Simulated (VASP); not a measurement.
# Sb (R-3m) in VASP: a series of runs, part 2 of 2

VASP 6.6.1.

## (3) Single point, r2SCAN

This run uses another cell than the first one, of 30.21 Å³/atom, 1.020 times its volume.

POSCAR reads:

```
Sb
1.0
    2.1542000000      1.2437279499      3.7580000000
   -2.1542000000      1.2437279499      3.7580000000
    0.0000000000     -2.4874558998      3.7580000000
Sb
2
Direct
    0.7665100000      0.7665100000      0.7665100000
    0.2334900000      0.2334900000      0.2334900000
```

INCAR.step1 reads:

```
SYSTEM = Sb
PREC = Accurate ; ENCUT = 520
ISMEAR = -1 ; SIGMA = 0.05
LREAL = .FALSE. ; LASPH = .TRUE.
NELM = 80 ; NBANDS = 12
GGA = PE ; ALGO = Normal
EDIFF = 1E-4 ; LWAVE = .TRUE.
LCHARG = .FALSE.
```

INCAR.step2 reads:

```
SYSTEM = Sb
PREC = Accurate ; ENCUT = 520
EDIFF = 1E-6 ; ISMEAR = -1
SIGMA = 0.05 ; LREAL = .FALSE.
LASPH = .TRUE. ; NELM = 80
ALGO = Normal ; ISIF = 2
LWAVE = .FALSE. ; LCHARG = .FALSE.
METAGGA = R2SCAN ; LMIXTAU = .TRUE.
NBANDS = 12 ; ISTART = 1
```

KPOINTS reads:

```
regular mesh
0
G
  8 8 8
  0 0 0
```

Potentials or basis: VASP PAW PBE potentials, release 64 (Sb).

The run is started by

```bash
$ cat potpaw_PBE.64/Sb/POTCAR > POTCAR
$ cp INCAR.step1 INCAR
$ mpirun -np 1 vasp_std > vasp.out
$ cp INCAR.step2 INCAR
$ mpirun -np 1 vasp_std > vasp.out
```

OUTCAR:

```text
SYSTEM = Sb
   PREC = Accurate
   ENCUT = 520
   EDIFF = 1E-6
   ISMEAR = -1
   LREAL = .FALSE.
   LASPH = .TRUE.
   NELM = 80
   ISIF = 2
   METAGGA = R2SCAN
   ISTART = 1

 ion  position               nearest neighbor table
   1  0.767  0.767  0.767-   2 2.91   2 2.91   2 2.91   2 3.35   2 3.35   2 3.35
   2  0.233  0.233  0.233-   1 2.91   1 2.91   1 2.91   1 3.35   1 3.35   1 3.35

  LATTYP: Found a trigonal (rhomboedric) cell.
 ALAT       =     4.5066618304
 COS(alpha) =     0.5430253624

  Lattice vectors:

 A1 = (   2.1542000000,   1.2437279499,   3.7580000000)
 A2 = (  -2.1542000000,   1.2437279499,   3.7580000000)
 A3 = (   0.0000000000,  -2.4874558998,   3.7580000000)

Analysis of symmetry for initial positions (statically):
=====================================================================
 Subroutine PRICEL returns:
 Original cell was already a primitive cell.

 Routine SETGRP: Setting up the symmetry group for a
 trigonal (rhombohedral) supercell.

 Subroutine GETGRP returns: Found 12 space group operations
 (whereof 12 operations were pure point group operations)
 out of a pool of 12 trial point group operations.

The static configuration has the point symmetry D_3d.

Analysis of symmetry for dynamics (positions and initial velocities):
=====================================================================
 Subroutine PRICEL returns:
 Original cell was already a primitive cell.

 Routine SETGRP: Setting up the symmetry group for a
 trigonal (rhombohedral) supercell.

 Subroutine GETGRP returns: Found 12 space group operations
 (whereof 12 operations were pure point group operations)
 out of a pool of 12 trial point group operations.

The dynamic configuration has the point symmetry D_3d.

 Subroutine INISYM returns: Found 12 space group operations
 (whereof 12 operations are pure point group operations),
 and found     1 'primitive' translations

----------------------------------------------------------------------------------------

                                     Primitive cell

  volume of cell :      60.4115

  direct lattice vectors                    reciprocal lattice vectors
     2.154200000  1.243727950  3.758000000     0.232104726  0.134005726  0.088699663
    -2.154200000  1.243727950  3.758000000    -0.232104726  0.134005726  0.088699663
     0.000000000 -2.487455900  3.758000000     0.000000000 -0.268011452  0.088699663

  length of vectors
     4.506661830  4.506661830  4.506661830     0.282307932  0.282307932  0.282307932

  position of ions in fractional coordinates (direct lattice)
     0.766510000  0.766510000  0.766510000
     0.233490000  0.233490000  0.233490000

  ion indices of the primitive-cell ions
   primitive index   ion index
                 1           1
                 2           2

----------------------------------------------------------------------------------------

 KPOINTS: regular mesh

Automatic generation of k-mesh.
 Grid dimensions read from file:
 generate k-points for:    8    8    8

 Generating k-lattice:
[... 22 lines left out ...]
  0.375000 -0.000000 -0.000000      6.000000
  0.500000 -0.000000  0.000000      3.000000
  0.125000  0.125000  0.000000      6.000000
[... 16 lines left out ...]
  0.250000  0.125000  0.125000      6.000000
  0.375000  0.125000  0.125000      6.000000
 [... further k-points ...]
   k-points           NKPTS =     65   k-points in BZ     NKDIM =     65   number of bands    NBANDS=     12
   number of dos      NEDOS =    301   number of ions     NIONS =      2
   total plane-waves  NPLWV =  46656
   dimension x,y,z NGX =    36 NGY =   36 NGZ =   36
   dimension x,y,z NGXF=    72 NGYF=   72 NGZF=   72
   ions per type =               2
   NGX,Y,Z   is equivalent  to a cutoff of  13.28, 13.28, 13.28 a.u.
   NGXF,Y,Z  is equivalent  to a cutoff of  26.56, 26.56, 26.56 a.u.
 SYSTEM =  Sb
   PREC   = accura    normal or accurate (medium, high low for compatibility)
   ISTART =      1    job   : 0-new  1-cont  2-samecut
   ICHARG =      0    charge: 1-file 2-atom 10-const
   ISPIN  =      1    spin polarized calculation?
   LNONCOLLINEAR =      F non collinear calculations
   LSORBIT =      F    spin-orbit coupling
   LASPH  =      T    aspherical Exc in radial PAW
   ENCUT  =  520.0 eV  38.22 Ry    6.18 a.u.   8.38  8.38  8.38*2*pi/ulx,y,z
   NELM   =     80;   NELMIN=  2; NELMDL=  0     # of ELM steps
   EDIFF  = 0.1E-05   stopping-criterion for ELM
   LREAL  =      F    real-space projection
   EDIFFG = 0.1E-04   stopping-criterion for IOM
   NSW    =      0    number of steps for IOM
   IBRION =     -1    ionic relax: 0-MD 1-quasi-New 2-CG
   NFREE  =      0    steps in history (QN), initial steepest desc. (CG)
   ISIF   =      2    stress and relaxation
   ISYM   =      2    0-nonsym 1-usesym 2-fastsym
   POTIM  = 0.5000    time-step for ionic-motion
   TEBEG  =    0.0;   TEEND  =   0.0 temperature during run
   PSTRESS=    0.0 pullay stress
   NELECT =      10.0000    total number of electrons
   NUPDOWN=      -1.0000    fix difference up-down
   EMIN   =  10.00;   EMAX   =-10.00  energy-range for DOS
   EFERMI =   0.00;   METHOD = LEGACY
   ISMEAR =    -1;   SIGMA  =   0.05  broadening in eV -4-tet -1-fermi 0-gaus
   EFERMI_NEDOS =   21; number of points for ismear=-14 and -15
   IALGO  =     38    algorithm
   IMIX   =      4    mixing-type and parameters
     AMIX     =   0.40;   BMIX     =  1.00
     AMIX_MAG =   1.60;   BMIX_MAG =  1.00
  volume/ion in A,a.u.               =      30.21       203.84
  Fermi-wavevector in a.u.,A,eV,Ry     =   0.898880  1.698637 10.993305  0.807985
  Thomas-Fermi vector in A             =   2.021644
   LORBIT       =      0    0 simple, 1 ext, 2 COOP (PROOUT), +10 PAW based schemes
   METAGGA = R2SCAN    functional components
   LHFCALC =     F    Hartree Fock is set to
   AEXX    =    0.0000 exact exchange contribution
   IVDW    =     0    specifies the selected vdW correction
   LEPSILON=     F    determine dielectric tensor
   LRPA    =     F    only Hartree local field effects (RPA)
 non-spin polarized calculation
  energy-cutoff  :      520.00
  volume of cell :       60.41
 maximum number of plane-waves:      1638
 NGX is ok and might be reduce to    36
   NGX = 17   NGY = 17   NGZ = 17

 number of electron      10.0000000 magnetization

 Free energy of the ion-electron system (eV)
  ---------------------------------------------------
  ext. energy  EPLUGINS =         0.00000000
  ---------------------------------------------------
  free energy    TOTEN  =       -51.38670276 eV

  energy without entropy =      -51.38376578  energy(sigma->0) =      -51.38523427

 E-fermi :   7.3995     XC(G=0):  -9.9968

 val. band max:        7.3315398395   @ k =   0.5000   0.5000   0.5000
 cond. band min:       7.4001283085   @ k =   0.3750   0.2500   0.2500
 fundamental gap:      0.0685884690
 Fermi energy:         7.3994578786

 k-point     1 :       0.0000    0.0000    0.0000
  band No.  band energies     occupation
      1      -6.0999      2.00000
      2       2.4558      2.00000
      3       4.9677      2.00000
      4       5.2313      2.00000
      5       5.2313      2.00000
      6       9.3955      0.00000
      7      10.0440      0.00000
      8      10.0440      0.00000
      9      12.6604      0.00000
     10      12.6604      0.00000
     11      12.8776      0.00000
     12      14.3639      0.00000
[... 331 lines left out ...]
 k-point    24 :       0.3750    0.1250    0.1250
  band No.  band energies     occupation
      1      -5.0463      2.00000
      2      -0.5888      2.00000
      3       3.6370      2.00000
      4       5.5209      2.00000
      5       7.4001      0.99310
      6       7.4955      0.25541
      7       7.9063      0.00008
      8      10.4620      0.00000
      9      12.5961      0.00000
     10      13.5530      0.00000
     11      14.8830      0.00000
     12      16.7132      0.00000

 [... further k-points ...]

------------------------ aborting loop because EDIFF is reached ----------------------------------------

  FORCE on cell =-STRESS in cart. coord.  units (eV):
  Direction    XX          YY          ZZ          XY          YZ          ZX
  --------------------------------------------------------------------------------------
  -------------------------------------------------------------------------------------
  Total        0.7066922      0.7066922      0.5959129      0.0000000      0.0000000      0.0000000
  in kB       18.7422368     18.7422368     15.8042512      0.0000000      0.0000000      0.0000000
  external PRESSURE =      17.7629083 kB  Pullay stress =       0.0000000 kB

 VOLUME and BASIS-vectors are now :
 -----------------------------------------------------------------------------
  energy-cutoff  :      520.00
  volume of cell :       60.41
      direct lattice vectors                 reciprocal lattice vectors
     2.154200000  1.243727950  3.758000000     0.232104726  0.134005726  0.088699663
    -2.154200000  1.243727950  3.758000000    -0.232104726  0.134005726  0.088699663
     0.000000000 -2.487455900  3.758000000     0.000000000 -0.268011452  0.088699663

 POSITION                                       TOTAL-FORCE (eV/Angst)
 -----------------------------------------------------------------------------------
      0.00000      0.00000      8.64163         0.000000     -0.000000     -0.046581
      0.00000      0.00000      2.63237         0.000000      0.000000      0.046581
 -----------------------------------------------------------------------------------
    total drift:                                0.000000      0.000000     -0.000000

  FREE ENERGIE OF THE ION-ELECTRON SYSTEM (eV)
  ---------------------------------------------------
  free  energy   TOTEN  =       -51.3867027644 eV

  energy  without entropy=      -51.3837657754  energy(sigma->0) =      -51.38523427
```

Run time: 3.8 min. Hardware: 1 thread of Intel Xeon Platinum 8375C at 2.90GHz (Ice Lake), shared host; peak memory 0.22 GiB.

Results:

```yaml
Free_energy: -51.3867 eV
Pressure: 1.8 GPa
Largest_force: 0.047 eV/Å
Band_gap_on_the_k_mesh: zero (band 5 reaches 7.40 eV, above the bottom of band 6 at 7.18 eV)
```

Forces in eV/Å, atoms in the order of the input:
```
Sb   0.000  0.000 -0.047
Sb   0.000  0.000  0.047
```

Stress tensor (GPa, compression positive):
```
1.87 0.00 0.00
0.00 1.87 0.00
0.00 0.00 1.58
```

Levels at points of the mesh, in eV from the Fermi level:
| k point | band 3 | band 4 | band 5 | band 6 | band 7 | band 8 |
| --- | --- | --- | --- | --- | --- | --- |
| (0.00, 0.00, 0.00) | -2.43 | -2.17 | -2.17 | 2.00 | 2.64 | 2.64 |
| (0.50, 0.00, 0.00) | -2.31 | -2.16 | -0.51 | -0.22 | 0.18 | 0.35 |
| (0.50, 0.50, 0.00) | -5.86 | -4.17 | -4.09 | 1.56 | 5.04 | 5.71 |
| (0.50, 0.50, 0.50) | -1.64 | -1.64 | -0.48 | -0.07 | -0.07 | 1.14 |

Caveat: the PAW data sets were made with another functional, which shifts forces and pressure a little; spin-orbit coupling is left out, which moves the levels of the heavy elements.

## (4) Single point, r2SCAN

This run uses another cell than the first one, of 30.81 Å³/atom, 1.041 times its volume.

POSCAR reads:

```
Sb
1.0
    2.1684666409      1.2519647989      3.7828881425
   -2.1684666409      1.2519647989      3.7828881425
    0.0000000000     -2.5039295978      3.7828881425
Sb
2
Direct
    0.7665100000      0.7665100000      0.7665100000
    0.2334900000      0.2334900000      0.2334900000
```

INCAR.step1 reads:

```
SYSTEM = Sb
PREC     = Accurate       ! precision mode
ENCUT    = 520            ! plane-wave cutoff, eV
ISMEAR   = -1             ! smearing method
SIGMA    = 0.05           ! smearing width, eV
LREAL    = .FALSE.        ! projectors in reciprocal space
LASPH    = .TRUE.         ! aspherical terms in the spheres
NELM     = 80             ! most SCF steps
NBANDS   = 12             ! bands
GGA      = PE             ! functional
ALGO     = Normal         ! electronic algorithm
EDIFF    = 1E-4           ! SCF threshold, eV
LWAVE    = .TRUE.         ! write WAVECAR
LCHARG   = .FALSE.        ! write CHGCAR
```

INCAR.step2 reads:

```
SYSTEM = Sb
PREC     = Accurate       ! precision mode
ENCUT    = 520            ! plane-wave cutoff, eV
EDIFF    = 1E-6           ! SCF threshold, eV
ISMEAR   = -1             ! smearing method
SIGMA    = 0.05           ! smearing width, eV
LREAL    = .FALSE.        ! projectors in reciprocal space
LASPH    = .TRUE.         ! aspherical terms in the spheres
NELM     = 80             ! most SCF steps
ALGO     = Normal         ! electronic algorithm
ISIF     = 2              ! what is computed and relaxed
LWAVE    = .FALSE.        ! write WAVECAR
LCHARG   = .TRUE.         ! write CHGCAR
METAGGA  = R2SCAN         ! meta-GGA
LMIXTAU  = .TRUE.       
LELF     = .TRUE.         ! ELF
LVHAR    = .TRUE.       
NBANDS   = 12             ! bands
ISTART   = 1
```

KPOINTS is that of step 3.

The run is started by

```bash
$ cat potpaw_PBE.64/Sb/POTCAR > POTCAR
$ cp INCAR.step1 INCAR
$ mpirun -np 1 vasp_std > vasp.out
$ cp INCAR.step2 INCAR
$ mpirun -np 1 vasp_std > vasp.out
```

It took 4 min on 1 thread of Intel Xeon Platinum 8375C at 2.90GHz (Ice Lake), shared host; peak memory 0.22 GiB.

The run converged. Its results:

```yaml
Free_energy: -51.3955 eV
Pressure: 0.6 GPa
Largest_force: 0.063 eV/Å
Band_gap_on_the_k_mesh: zero (band 5 reaches 7.14 eV, above the bottom of band 6 at 6.92 eV)
```

Forces in eV/Å, atoms in the order of the input:
```
Sb   0.000  0.000  0.063
Sb   0.000  0.000 -0.063
```

Levels at points of the mesh, in eV from the Fermi level:
| k point | band 3 | band 4 | band 5 | band 6 | band 7 | band 8 |
| --- | --- | --- | --- | --- | --- | --- |
| (0.00, 0.00, 0.00) | -2.36 | -2.11 | -2.11 | 2.00 | 2.62 | 2.62 |
| (0.50, 0.00, 0.00) | -2.24 | -2.11 | -0.49 | -0.22 | 0.20 | 0.38 |
| (0.50, 0.50, 0.00) | -5.73 | -4.06 | -3.99 | 1.64 | 4.94 | 5.62 |
| (0.50, 0.50, 0.50) | -1.59 | -1.59 | -0.50 | -0.03 | -0.03 | 1.10 |

Caveat: the PAW data sets were made with another functional, which shifts forces and pressure a little; spin-orbit coupling is left out, which moves the levels of the heavy elements.

## (5) Single point, r2SCAN

This run uses another cell than the first one, of 31.41 Å³/atom, 1.061 times its volume.

POSCAR reads:

```
Sb
1.0
    2.1825479877      1.2600946682      3.8074530396
   -2.1825479877      1.2600946682      3.8074530396
    0.0000000000     -2.5201893365      3.8074530396
Sb
2
Direct
    0.7665100000      0.7665100000      0.7665100000
    0.2334900000      0.2334900000      0.2334900000
```

INCAR.step1 reads:

```
PREC = Accurate ; ENCUT = 520
ISMEAR = -1 ; SIGMA = 0.05
LREAL = F ; LASPH = T
NELM = 60 ; NBANDS = 12
GGA = PE ; ALGO = Normal
EDIFF = 1E-4 ; LWAVE = T
LCHARG = F
```

INCAR.step2 reads:

```
PREC = Accurate ; ENCUT = 520
EDIFF = 1E-7 ; ISMEAR = -1
SIGMA = 0.05 ; LREAL = F
LASPH = T ; NELM = 60
ALGO = Normal ; ISIF = 2
LWAVE = F ; LCHARG = F
METAGGA = R2SCAN ; LMIXTAU = T
NBANDS = 12 ; ISTART = 1
```

KPOINTS reads:

```
regular mesh
0
Gamma
  8 8 8
```

The run is started by

```bash
$ cat potpaw_PBE.64/Sb/POTCAR > POTCAR
$ cp INCAR.step1 INCAR
$ mpirun -np 1 vasp_std > vasp.out
$ cp INCAR.step2 INCAR
$ mpirun -np 1 vasp_std > vasp.out
```

It took 3.7 min on 1 thread of Intel Xeon Platinum 8375C at 2.90GHz (Ice Lake), shared host; peak memory 0.23 GiB.

It converged, with:

| Property | Result |
| --- | --- |
| Free energy | -51.3958 eV |
| Pressure | -0.5 GPa |
| Largest force | 0.164 eV/Å |
| Band gap on the k mesh | zero (band 5 reaches 6.87 eV, above the bottom of band 6 at 6.67 eV) |

Forces in eV/Å, atoms in the order of the input:
```
Sb   0.000  0.000  0.164
Sb   0.000  0.000 -0.164
```

Stress tensor (GPa, compression positive):
```
-0.57  0.00  0.00
 0.00 -0.57  0.00
 0.00  0.00 -0.32
```

Levels at points of the mesh, in eV from the Fermi level:
| k point | band 1 | band 2 | band 3 | band 4 | band 5 | band 6 | band 7 | band 8 | band 9 | band 10 |
| --- | --- | --- | --- | --- | --- | --- | --- | --- | --- | --- |
| (0.00, 0.00, 0.00) | -13.15 | -5.13 | -2.30 | -2.06 | -2.06 | 2.00 | 2.61 | 2.61 | 5.33 | 5.33 |
| (0.50, 0.00, 0.00) | -10.77 | -10.01 | -2.18 | -2.05 | -0.47 | -0.21 | 0.21 | 0.41 | 7.94 | 8.39 |
| (0.50, 0.50, 0.00) | -10.79 | -8.39 | -5.60 | -3.95 | -3.88 | 1.71 | 4.84 | 5.54 | 6.86 | 8.83 |
| (0.50, 0.50, 0.50) | -11.62 | -9.32 | -1.54 | -1.54 | -0.51 | 0.01 | 0.01 | 1.06 | 7.32 | 8.83 |

Caveat: the PAW data sets were made with another functional, which shifts forces and pressure a little; spin-orbit coupling is left out, which moves the levels of the heavy elements.

## (6) Single point, r2SCAN

This run uses another cell than the first one, of 32.02 Å³/atom, 1.082 times its volume.

POSCAR reads:

```
Sb
1.0
    2.1964499421      1.2681209653      3.8317049867
   -2.1964499421      1.2681209653      3.8317049867
    0.0000000000     -2.5362419306      3.8317049867
Sb
2
Direct
    0.7665100000      0.7665100000      0.7665100000
    0.2334900000      0.2334900000      0.2334900000
```

INCAR.step1 reads:

```
  PREC = Accurate
  ENCUT = 520
  ISMEAR = -1
  SIGMA = 0.05
  LREAL = False
  LASPH = True
  NELM = 100
  NBANDS = 12
  GGA = PE
  ALGO = Normal
  EDIFF = 1E-4
  LWAVE = True
  LCHARG = False
```

INCAR.step2 reads:

```
  PREC = Accurate
  ENCUT = 520
  EDIFF = 1E-6
  ISMEAR = -1
  SIGMA = 0.05
  LREAL = False
  LASPH = True
  NELM = 100
  ALGO = Normal
  ISIF = 2
  LWAVE = False
  LCHARG = False
  METAGGA = R2SCAN
  LMIXTAU = True
  NBANDS = 12
  ISTART = 1
```

KPOINTS is that of step 5.

Potentials or basis: VASP PAW PBE potentials, release 64 (Sb).

The run is started by

```bash
$ cat potpaw_PBE.64/Sb/POTCAR > POTCAR
$ cp INCAR.step1 INCAR
$ mpirun -np 1 vasp_std > vasp.out
$ cp INCAR.step2 INCAR
$ mpirun -np 1 vasp_std > vasp.out
```

Run time: 3.9 min. Hardware: 1 thread of Intel Xeon Platinum 8375C at 2.90GHz (Ice Lake), shared host; peak memory 0.23 GiB.

Results (log left out):

```yaml
Free_energy: -51.3884 eV
Pressure: -1.5 GPa
Largest_force: 0.260 eV/Å
Band_gap_on_the_k_mesh: zero (band 5 reaches 6.61 eV, above the bottom of band 6 at 6.43 eV)
```

Forces on the atoms (eV/Å):
```
Sb   0.000  0.000  0.260
Sb   0.000  0.000 -0.260
```

Stress tensor (GPa, compression positive):
```
-1.61  0.00  0.00
 0.00 -1.61  0.00
 0.00  0.00 -1.13
```

Levels at points of the mesh, in eV from the Fermi level:
| k point | band 2 | band 3 | band 4 | band 5 | band 6 | band 7 | band 8 | band 9 |
| --- | --- | --- | --- | --- | --- | --- | --- | --- |
| (0.00, 0.00, 0.00) | -5.22 | -2.23 | -2.00 | -2.00 | 2.01 | 2.59 | 2.59 | 5.36 |
| (0.50, 0.00, 0.00) | -9.91 | -2.12 | -1.99 | -0.45 | -0.20 | 0.23 | 0.45 | 7.92 |
| (0.50, 0.50, 0.00) | -8.35 | -5.48 | -3.85 | -3.78 | 1.78 | 4.76 | 5.46 | 6.70 |
| (0.50, 0.50, 0.50) | -9.22 | -1.49 | -1.49 | -0.52 | 0.05 | 0.05 | 1.03 | 7.30 |

Caveat: the PAW data sets were made with another functional, which shifts forces and pressure a little; spin-orbit coupling is left out, which moves the levels of the heavy elements.

## (7) Summary

| cell | gap on the mesh (eV) | pressure (GPa) | largest force (eV/Å) |
| --- | --- | --- | --- |
| a = 4.476 Å, angles 57.1°, 2 atoms | none | 3.1 | 0.16 |
| a = 4.507 Å, angles 57.1°, 2 atoms | none | 1.8 | 0.05 |
| a = 4.537 Å, angles 57.1°, 2 atoms | none | 0.6 | 0.06 |
| a = 4.566 Å, angles 57.1°, 2 atoms | none | -0.5 | 0.16 |
| a = 4.595 Å, angles 57.1°, 2 atoms | none | -1.5 | 0.26 |

Alike in all rows: task single point; level r2SCAN; potentials or basis VASP PAW PBE potentials, release 64 (Sb); no spin polarisation; k mesh 8 × 8 × 8; cutoff (eV) 520; smearing fermi-dirac 0.05 eV.

Caveats: the PAW data sets were made with another functional, which shifts forces and pressure a little; spin-orbit coupling is left out, which moves the levels of the heavy elements.

Absolute energies hang on the potentials; compare differences alone.
